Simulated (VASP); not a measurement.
P, 1 atom in the cell. It takes space group Fm-3m (No. 225, cubic). The conventional cell has a = 3.935 Å, b = 3.935 Å, c = 3.935 Å, α = 90.00°, β = 90.00°, γ = 90.00°. P (site symmetry m-3m) has 12 P at 2.78 Å within 3.7 Å.  This cell differs from its parent crystal: volume scaled by 1.04.

- Program: VASP 6.6.1
- Task: single point
- Functional: r2SCAN
- Potentials or basis: VASP PAW PBE potentials, release 64 (P)
- Cutoff: 520 eV
- k mesh: 16 × 16 × 16
- Occupations: fermi-dirac, width 0.1 eV
- Spin: no spin polarisation
- Dipole correction: no
- Further INCAR settings: ALGO = Normal; EDIFF = 1e-07; NBANDS = 8

Potentials or basis: VASP PAW PBE potentials, release 64 (P).

The run is started by

```bash
$ cat potpaw_PBE.64/P/POTCAR > POTCAR
$ cp INCAR.step1 INCAR
$ mpirun -np 1 vasp_std > vasp.out
$ cp INCAR.step2 INCAR
$ mpirun -np 1 vasp_std > vasp.out
```

Hardware: 1 thread of Intel(R) Xeon(R) 6975P-C (Granite Rapids), on a shared host.

Problem. How long does it take, and how much memory?

Solution. Wall time 27 s on 1 thread of Intel(R) Xeon(R) 6975P-C (Granite Rapids) (shared host), peak memory 0.14 GiB. Counts: k points 145.
